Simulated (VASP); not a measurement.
TaV, 2 atoms in the cell. Symmetry: Cmmm, No. 65, orthorhombic system. Conventional cell: a = 3.126 Å, b = 4.525 Å, c = 4.242 Å, α = 90.00°, β = 90.00°, γ = 90.00°. Ta (site symmetry mmm) has 8 V at 2.63 to 3.10 Å and 6 Ta at 2.75 to 3.13 Å within 3.5 Å. V (site symmetry mmm) has 8 Ta at 2.63 to 3.10 Å and 6 V at 2.75 to 3.13 Å within 3.5 Å. 

| Item | Value |
| --- | --- |
| Program | VASP 6.6.1 |
| Task | single point |
| Functional | LDA |
| Potentials or basis | VASP PAW LDA potentials, release 64 (Ta_pv, V_sv) |
| Cutoff | 520 eV |
| k mesh | 7 × 7 × 5 |
| Occupations | fermi-dirac, width 0.05 eV |
| Spin | collinear spin, ferromagnetic start |
| Starting moments | [0.0, 2.0] μB |
| Dipole correction | no |
| Further INCAR settings | ALGO = Normal; EDIFF = 1e-06; NBANDS = 23 |

Potentials or basis: VASP PAW LDA potentials, release 64 (Ta_pv, V_sv).

Run with:

```bash
$ cat potpaw_LDA.64/Ta_pv/POTCAR potpaw_LDA.64/V_sv/POTCAR > POTCAR
$ mpirun -np 1 vasp_std > vasp.out
```

Hardware: 1 thread of Intel Xeon 8259CL (shared host).

Estimate the wall time of this run.

It took 99 s on 1 thread of Intel Xeon 8259CL (shared host), peak memory 0.17 GiB. Counts: scf iterations 17, k points 48.
